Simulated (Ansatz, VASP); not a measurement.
# One calculation of CdF2, two programs

```xyz
3
Lattice="-0.5838 2.4360 2.4360 2.4360 -0.5838 2.4360 2.4360 2.4360 -0.5838" Properties=species:S:1:pos:R:3 pbc="T T T"
Cd    0.0000    0.0000    0.0000
F     1.0720    1.0720    1.0720
F     3.2161    3.2161    3.2161
```

Alike in both runs: task single point; functional PBE; k mesh 8 × 8 × 8; occupations gaussian, width 0.05 eV; no spin polarisation.

|  | VASP | Ansatz |
| --- | --- | --- |
| version | VASP 6.6.1 | Ansatz 0.2.0 |
| potentials or method | VASP PAW PBE potentials, release 64 (Cd, F), cutoff 520 eV | scalar-relativistic, plane waves, PAW |
| valence electrons in the cell | 26 | 34 |

VASP gave:

```
gap on the k mesh at the Fermi level (eV) : 3.65
least direct gap on the mesh (eV)         : 4.02
rms of the force components (eV/Å)        : 2.252
```

Q: What did Ansatz give for the same quantities?

A: gap on the k mesh at the Fermi level (eV): 3.68; least direct gap on the mesh (eV): 4.05; rms of the force components (eV/Å): 1.998.

Atom by atom the forces differ by 0.254 eV/Å (rms over components). VASP's potentials hold 26 valence electrons a cell and Ansatz's 34, so a difference there can come from the potentials and not from the codes.
